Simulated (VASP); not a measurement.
NiO:

```
Ni O
1.0
     0.00000    2.09131    2.09131
     2.09131    0.00000    2.09131
     2.09131    2.09131    0.00000
Ni O
1 1
Direct
  0.00000 0.00000 0.00000
  0.50000 0.50000 0.50000
```

Base run:

- Program: VASP 6.6.1
- Functional: LDA
- Potentials or basis: VASP PAW LDA potentials, release 64 (Ni, O)
- Cutoff: 520 eV
- k mesh: 8 × 8 × 8
- Occupations: gaussian, width 0.05 eV
- Spin: collinear spin, ferromagnetic start
- Starting moments: [0.5, 0.0] μB
- Fixed moment: 0.5 μB
- Hubbard terms: Ni d U = 6.0 eV, J = 0.9 eV

Its results: pressure -26.7 GPa; net moment 0.50 μB per cell; site moments Ni +0.58; O -0.07 μB.

**Question.** The run is repeated on the same cell with these changes: fixed moment from 0.5 μB to none; moments at the start from [0.5, 0.0] to [2.0, 0.0]. What comes out?

**Answer.** Pressure -15.6 GPa; net moment 2.00 μB per cell; site moments Ni +1.77; O +0.21 μB.

Caveats: a cell with one magnetic atom can't hold antiferromagnetic order, which such compounds often take; the total moment is fixed, so each spin has its own Fermi level (some runs).
